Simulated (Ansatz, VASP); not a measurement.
**Hf: VASP beside Ansatz**

File POSCAR:

```
Hf
1.0
    3.1110524958      0.0000000000      0.0000000000
   -1.5555262479      2.6942504938      0.0000000000
    0.0000000000      0.0000000000      4.9120619841
Hf
2
Direct
    0.3333333333      0.6666666667      0.2500000000
    0.6666666667      0.3333333333      0.7500000000
```

The input INCAR.step1:

```
  PREC = Accurate
  ENCUT = 520
  ISMEAR = -1
  SIGMA = 0.1
  LREAL = False
  LASPH = True
  NELM = 60
  NBANDS = 17
  GGA = PE
  ALGO = Normal
  EDIFF = 1E-4
  LWAVE = True
  LCHARG = False
```

Contents of INCAR.step2:

```
  PREC = Accurate
  ENCUT = 520
  EDIFF = 1E-6
  ISMEAR = -1
  SIGMA = 0.1
  LREAL = False
  LASPH = True
  NELM = 60
  ALGO = Normal
  ISIF = 2
  LWAVE = False
  LCHARG = False
  METAGGA = R2SCAN
  LMIXTAU = True
  NBANDS = 17
  ISTART = 1
```

Contents of KPOINTS:

```
regular mesh
0
Gamma
  19 19 10
```

Input for Ansatz:

```yaml
crystal:
  lattice:
    - [3.1110524958, 0.0, 0.0]
    - [-1.5555262479, 2.6942504938, 0.0]
    - [0.0, 0.0, 4.9120619841]
  atoms:
    - { symbol: Hf, position: [0.3333333333, 0.6666666667, 0.25] }
    - { symbol: Hf, position: [0.6666666667, 0.3333333333, 0.75] }
hamiltonian:
  xc: r2scan
  pseudopotentials:
    kind: paw
    azcp:
      Hf: "pseudopotentials/Hf.paw.azcp"
basis:
  ecutwfc: 500
  fft_grid_basis: typed
kpoints:
  mp_grid: { grid: [19, 19, 10], shift: [0, 0, 0] }
magnetization:
  spin_polarized: false
scf:
  occupations: { method: fermi_dirac, width: 0.1 }
output:
  stress: true
```

Alike in both runs: task single point; functional r2SCAN; k mesh 19 × 19 × 10; occupations fermi-dirac, width 0.1 eV; no spin polarisation.

|  | VASP | Ansatz |
| --- | --- | --- |
| version | VASP 6.6.1 | Ansatz 0.2.0 |
| potentials or method | VASP PAW PBE potentials, release 64 (Hf_pv), cutoff 520 eV | plane waves (500 eV) with PAW, scalar-relativistic |
| valence electrons in the cell | 20 | 52 |

|  | VASP | Ansatz | Ansatz less VASP |
| --- | --- | --- | --- |
| pressure (GPa) | 9.9 | 10.4 | +0.53 |
| traceless stress, the component that is largest in VASP (GPa) | -0.01 | 0.14 | +0.145 |

VASP's potentials were made for PBE, not for r2SCAN. VASP's potentials hold 20 valence electrons a cell and Ansatz's 52, so a difference there can come from the potentials and not from the codes.

Spin-orbit coupling is off throughout.
